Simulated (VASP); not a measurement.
CdCO3, 10 atoms in the cell. The structure is trigonal, space group R-3c (No. 167). Conventional cell: a = 5.014 Å, b = 5.014 Å, c = 16.793 Å, α = 90.00°, β = 90.00°, γ = 120.00°. Cd (site symmetry -3) has 6 O at 2.35 Å and 6 C at 3.22 Å within 3.3 Å. Within 1.7 Å of C (site symmetry 32) lie 3 O at 1.30 Å. Within 1.7 Å of O (site symmetry 2) lie 1 C at 1.30 Å. 

- Program: VASP 6.6.1
- Task: relaxation of shape and atoms at fixed volume
- Functional: r2SCAN
- Potentials or basis: VASP PAW PBE potentials, release 64 (Cd, C, O)
- Cutoff: 660 eV
- k mesh: 6 × 6 × 6
- Occupations: gaussian, width 0.02 eV
- Spin: no spin polarisation
- Dipole correction: no
- Further INCAR settings: ALGO = Normal; EDIFF = 1e-07; IBRION = 2; EDIFFG = -0.01; NSW = 50; ISIF = 4

Potentials or basis: VASP PAW PBE potentials, release 64 (Cd, C, O).

The run is started by

```bash
$ cat potpaw_PBE.64/Cd/POTCAR potpaw_PBE.64/C/POTCAR potpaw_PBE.64/O/POTCAR > POTCAR
$ cp INCAR.step1 INCAR
$ mpirun -np 4 vasp_std > vasp.out
$ cp INCAR.step2 INCAR
$ mpirun -np 4 vasp_std > vasp.out
```

Hardware: 4 MPI ranks on Intel(R) Xeon(R) Platinum 8375C CPU @ 2.90GHz (Ice Lake) (shared host).

Problem. How long does it take, and how much memory?

Solution. Run time: 71 min on 4 MPI ranks on Intel(R) Xeon(R) Platinum 8375C CPU @ 2.90GHz (Ice Lake), with other jobs on the host, peak memory 0.61 GiB a rank. Counts: k points 32, ion steps 8.
